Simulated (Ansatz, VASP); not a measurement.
**One calculation of Mg2NCl, two programs**

INCAR

```
SYSTEM = Mg2NCl
PREC = Accurate
ENCUT = 520
EDIFF = 1E-6
ISMEAR = 0
SIGMA = 0.01
LREAL = .FALSE.
LASPH = .TRUE.
NELM = 80
ALGO = Normal
ISIF = 2
LWAVE = .FALSE.
LCHARG = .FALSE.
GGA = PE
NBANDS = 16
```

KPOINTS

```
Automatic mesh
0
G
  8 8 8
  0 0 0
```

POSCAR

```
Mg2NCl
1.0
    1.6922182061      0.9770026368      6.1253854403
   -1.6922182061      0.9770026368      6.1253854403
    0.0000000000     -1.9540052736      6.1253854403
Mg N Cl
2 1 1
Direct
    0.2227874665      0.2227874665      0.2227874665
    0.7772125335      0.7772125335      0.7772125335
    0.5000000000      0.5000000000      0.5000000000
    0.0000000000      0.0000000000      0.0000000000
```

Input for Ansatz:

```yaml
crystal:
  lattice:
    - [1.6922182061, 0.9770026368, 6.1253854403]
    - [-1.6922182061, 0.9770026368, 6.1253854403]
    - [0.0, -1.9540052736, 6.1253854403]
  atoms:
    - { symbol: Mg, position: [0.2227874665, 0.2227874665, 0.2227874665] }
    - { symbol: Mg, position: [0.7772125335, 0.7772125335, 0.7772125335] }
    - { symbol: "N", position: [0.5, 0.5, 0.5] }
    - { symbol: Cl, position: [0.0, 0.0, 0.0] }
kpoints:
  mp_grid: { grid: [8, 8, 8] }
hamiltonian:
  xc: pbe
scf:
  occupations: { method: fixed }
  n_extra_bands: 5
output:
  forces: true
  stress: true
  eigenvalues: true
```

Alike in both runs: task single point; functional PBE; k mesh 8 × 8 × 8; no spin polarisation.

```csv
,VASP,Ansatz
version,VASP 6.6.1,Ansatz 0.2.0
potentials or method,"VASP PAW PBE potentials, release 64 (Mg, N, Cl)","plane waves, PAW"
plane-wave cutoff (eV),520,420
occupations,"gaussian, width 0.01 eV",fixed
valence electrons in the cell,16,32
```

```tsv
	VASP	Ansatz	Ansatz less VASP
gap on the k mesh at the Fermi level (eV)	1.83	1.87	+0.041
pressure (GPa)	-4.8	-4.5	+0.30
traceless stress, the component that is largest in VASP (GPa)	0.45	0.54	+0.093
rms of the force components (eV/Å)	0.112	0.092	-0.0195
```

Atom by atom the forces differ by 0.020 eV/Å (rms over components). VASP's potentials hold 16 valence electrons a cell and Ansatz's 32, so a difference there can come from the potentials and not from the codes.
